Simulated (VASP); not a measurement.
# SiHg2 (fluorite type) (Fm-3m) in VASP: further runs, part 2 of 2

VASP 6.6.1. The steps go on from the part before.

**3. Relaxation of cell and atoms, PBE**

This run uses another cell than the first one, of 21.14 Å³/atom.

The input, INCAR:

```
ALGO = Normal ; EDIFF = 1E-7
EDIFFG = -0.005 ; ENCUT = 600
GGA = PE ; IBRION = 2
ISIF = 3 ; ISMEAR = -1
LASPH = T ; LCHARG = F
LREAL = F ; LWAVE = F
NELM = 80 ; NSW = 100
PREC = Accurate ; SIGMA = 0.03
```

The input, KPOINTS:

```
k-points
0
Gamma
  9 9 9
```

The input, POSCAR:

```
SiHg2
1.0
    0.0000000000      3.1649788141      3.1649788141
    3.1649788141      0.0000000000      3.1649788141
    3.1649788141      3.1649788141      0.0000000000
Si Hg
1 2
Direct
    0.0000000000      0.0000000000      0.0000000000
    0.2500000000      0.2500000000      0.2500000000
    0.7500000000      0.7500000000      0.7500000000
```

Potentials or basis: VASP PAW PBE potentials, release 64 (Si, Hg).

Run with:

```bash
$ cat potpaw_PBE.64/Si/POTCAR potpaw_PBE.64/Hg/POTCAR > POTCAR
$ mpirun -np 1 vasp_std > vasp.out
```

OUTCAR:

```text
EDIFF = 1E-7
   EDIFFG = -0.005
   ENCUT = 600
   GGA = PE
   IBRION = 2
   ISIF = 3
   ISMEAR = -1
   LASPH = T
   LREAL = F
   NELM = 80
   NSW = 100
   PREC = Accurate

 ion  position               nearest neighbor table
   1  0.000  0.000  0.000-   3 2.74   3 2.74   3 2.74   2 2.74   3 2.74   2 2.74   2 2.74   2 2.74

   2  0.250  0.250  0.250-   1 2.74   1 2.74   1 2.74   1 2.74   3 3.16   3 3.16   3 3.16   3 3.16
                             3 3.16   3 3.16
   3  0.750  0.750  0.750-   1 2.74   1 2.74   1 2.74   1 2.74   2 3.16   2 3.16   2 3.16   2 3.16
                             2 3.16   2 3.16

  LATTYP: Found a face centered cubic cell.
 ALAT       =     6.3299576282

  Lattice vectors:

 A1 = (   0.0000000000,   3.1649788141,   3.1649788141)
 A2 = (   3.1649788141,   0.0000000000,   3.1649788141)
 A3 = (   3.1649788141,   3.1649788141,   0.0000000000)

Analysis of symmetry for initial positions (statically):
=====================================================================
 Subroutine PRICEL returns:
 Original cell was already a primitive cell.

 Routine SETGRP: Setting up the symmetry group for a
 face centered cubic supercell.

 Subroutine GETGRP returns: Found 48 space group operations
 (whereof 48 operations were pure point group operations)
 out of a pool of 48 trial point group operations.

[... 169 lines left out ...]
  Direction    XX          YY          ZZ          XY          YZ          ZX
  --------------------------------------------------------------------------------------
  -------------------------------------------------------------------------------------
  Total        3.1937754      3.1937754      3.1937754     -0.0000000      0.0000000     -0.0000000
  in kB       80.6998155     80.6998155     80.6998155     -0.0000000      0.0000000     -0.0000000
  external PRESSURE =      80.6998155 kB  Pullay stress =       0.0000000 kB
[... 24 lines left out ...]
--------------------------------------- Ionic step        2  -------------------------------------------

 number of electron      27.9999998 magnetization

 E-fermi :   3.1321     XC(G=0):  -9.9403

 val. band max:        3.1090811858   @ k =   0.2222   0.1111   0.0000
 cond. band min:       3.2630386687   @ k =  -0.2222   0.2222   0.0000
 fundamental gap:      0.1539574829
 Fermi energy:         3.1321118742

 k-point     1 :       0.0000    0.0000    0.0000
  band No.  band energies     occupation
      1      -6.9229      2.00000
      2      -4.4840      2.00000
      3      -4.4840      2.00000
      4      -4.4840      2.00000
      5      -4.4533      2.00000
      6      -4.4533      2.00000
[... 605 lines left out ...]
--------------------------------------- Ionic step        5  -------------------------------------------

 number of electron      28.0000001 magnetization

 Free energy of the ion-electron system (eV)
  ---------------------------------------------------
  ext. energy  EPLUGINS =         0.00000000
  ---------------------------------------------------
  free energy    TOTEN  =        -4.71847732 eV

  energy without entropy =       -4.71498532  energy(sigma->0) =       -4.71673132

 E-fermi :   3.3883     XC(G=0): -10.0863

 val. band max:        3.3592979012   @ k =   0.1111   0.1111   0.0000
 cond. band min:       3.5193165552   @ k =  -0.2222   0.2222   0.0000
 fundamental gap:      0.1600186539
 Fermi energy:         3.3883087948

 k-point     1 :       0.0000    0.0000    0.0000
  band No.  band energies     occupation
      1      -6.8885      2.00000
      2      -4.3728      2.00000
      3      -4.3728      2.00000
      4      -4.3728      2.00000
      5      -4.3365      2.00000
      6      -4.3365      2.00000
[... 525 lines left out ...]
  FREE ENERGIE OF THE ION-ELECTRON SYSTEM (eV)
  ---------------------------------------------------
  free  energy   TOTEN  =        -4.7184773182 eV

  energy  without entropy=       -4.7149853210  energy(sigma->0) =       -4.71673132

 reached required accuracy - stopping structural energy minimisation
```

Wall time 4 min (1 thread of Intel Xeon 8259CL, shared host); peak memory 0.25 GiB.

Results:

```
Free energy                           : -4.7185 eV
Relaxed volume                        : 23.84 Å³/atom
Relaxed cell                          : a = 4.659 Å, b = 4.659 Å, c = 4.659 Å, α = 60.00°, β = 60.00°, γ = 60.00°
Space group after relaxing (to 0.1 Å) : Fm-3m (No. 225)
Energy gained by relaxing             : 59.5 meV/atom
Ionic steps                           : 5
Pressure after relaxing               : 0.0 GPa
Band gap on the k mesh                : zero (bands 14 and 15 overlap by 3.11 eV)
```

The path:
```tsv
step	energy change (eV)	largest force (eV/Å)	pressure (GPa)	volume (Å³)
1	0.0000	0.0000	8.07	63.41
2	-0.1692	0.0000	-1.32	73.69
3	-0.1784	0.0000	0.05	71.43
4	-0.1784	0.0000	-0.06	71.60
5	-0.1785	0.0000	0.01	71.51
```

Final structure:
```cif
data_structure
_symmetry_space_group_name_H-M 'P 1'
_symmetry_Int_Tables_number 1
_cell_length_a 4.6589
_cell_length_b 4.6589
_cell_length_c 4.6589
_cell_angle_alpha 60.000
_cell_angle_beta 60.000
_cell_angle_gamma 60.000
_cell_volume 71.51
loop_
_atom_site_label
_atom_site_type_symbol
_atom_site_fract_x
_atom_site_fract_y
_atom_site_fract_z
_atom_site_occupancy
Si1 Si 0.00000 0.00000 0.00000 1
Hg1 Hg 0.25000 0.25000 0.25000 1
Hg2 Hg 0.75000 0.75000 0.75000 1
```

Levels at points of the mesh, in eV from the Fermi level:
| k point | band 10 | band 11 | band 12 | band 13 | band 14 | band 15 | band 16 | band 17 | band 18 |
| --- | --- | --- | --- | --- | --- | --- | --- | --- | --- |
| (0.00, 0.00, 0.00) | -6.07 | -6.07 | -0.49 | 1.19 | 1.28 | 1.28 | 1.28 | 2.10 | 2.10 |

Caveat: spin-orbit coupling is left out, which moves the levels of the heavy elements.
